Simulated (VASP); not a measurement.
A run of VASP 6.6.1 is set up as follows.

File INCAR:

```
ALGO = Normal
EDIFF = 1E-6
ENCUT = 520
GGA = PE
ISIF = 2
ISMEAR = 0
LASPH = True
LCHARG = False
LREAL = False
LWAVE = False
NBANDS = 16
NELM = 80
PREC = Accurate
SIGMA = 0.01
```

The input KPOINTS:

```
k-points
0
Gamma
  8 8 8
```

The input POSCAR:

```
GaN
1.0
    0.0000000000      2.1551284157      2.1551284157
    2.1551284157      0.0000000000      2.1551284157
    2.1551284157      2.1551284157      0.0000000000
Ga N
1 1
Direct
    0.0000000000      0.0000000000      0.0000000000
    0.5000000000      0.5000000000      0.5000000000
```

Potentials or basis: VASP PAW PBE potentials, release 64 (Ga_d, N).

Launch:

```sh
$ cat potpaw_PBE.64/Ga_d/POTCAR potpaw_PBE.64/N/POTCAR > POTCAR
$ mpirun -np 1 vasp_std > vasp.out
```

**Question.** Estimate the band gap on the k mesh.

**Answer.** 0.25 eV, indirect (least direct gap 2.03 eV).

**Question.** Estimate the pressure.

**Answer.** -5.1 GPa.

 A k mesh can miss the band edges.
